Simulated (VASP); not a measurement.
Set up this calculation in VASP 6.6.1, as the native input.

| Quantity | Value |
| --- | --- |
| Task | single point |
| Functional | PBE |
| Potentials or basis | VASP PAW PBE potentials, release 64 (Al, Ga_d, N) |
| Cutoff | 520 eV |
| k mesh | 6 × 6 × 2 |
| Occupations | gaussian, width 0.1 eV |
| Spin | collinear spin, ferromagnetic start |
| Starting moments | [0.0, 0.0, 0.0, 1.0, 1.0, 1.0] μB |
| Dipole correction | no |
| Further INCAR settings | ALGO = Normal; EDIFF = 1e-07; NBANDS = 35 |

The structure of AlGa2N3 lies in POSCAR:

```
AlGa2N3
1.0
    3.4026705300      0.0000000000      0.0000000000
   -1.7013352700      2.9467991200      0.0000000000
    0.0000000000      0.0000000000      8.3348065700
Al Ga N
1 2 3
Direct
    0.0000000000      0.0000000000      0.0000000000
    0.3333333300      0.6666666700      0.6666666700
    0.6666666700      0.3333333300      0.3333333300
    0.6666666700      0.3333333300      0.8333333300
    0.0000000000      0.0000000000      0.5000000000
    0.3333333300      0.6666666700      0.1666666700
```

One way to write it, as run:

INCAR

```
ALGO = Normal ; EDIFF = 1E-7
ENCUT = 520 ; GGA = PE
ISIF = 2 ; ISMEAR = 0
ISPIN = 2 ; LASPH = True
LCHARG = False ; LORBIT = 11
LREAL = False ; LWAVE = False
MAGMOM = 0 0 0 1 1 1 ; NBANDS = 35
NELM = 150 ; PREC = Accurate
SIGMA = 0.1
```

KPOINTS

```
k-points
0
Gamma
  6 6 2
```

Potentials or basis: VASP PAW PBE potentials, release 64 (Al, Ga_d, N).

Command:

```console
$ cat potpaw_PBE.64/Al/POTCAR potpaw_PBE.64/Ga_d/POTCAR potpaw_PBE.64/N/POTCAR > POTCAR
$ mpirun -np 1 vasp_std > vasp.out
```

It gave:

```json
{
  "Pressure": "-34.7 GPa",
  "Largest force": "0.653 eV/Å",
  "Band gap on the k mesh": "zero (filled and empty bands overlap)",
  "Net moment": "0.00 μB per cell",
  "Valence electrons inside the program's atomic spheres": "Al 0.55; Ga 11.23; N 3.50, 3.48 (each value once)"
}
```

Caveat: the k points lie up to 0.38 Å⁻¹ apart, too coarse for converged energies and pressures of a metal; semilocal functionals underestimate gaps, and a narrow one can read as zero.

Wall time 56 s on 1 thread of AMD EPYC 9R45 96-Core Processor (Zen 5), on a shared host, peak memory 0.24 GiB.
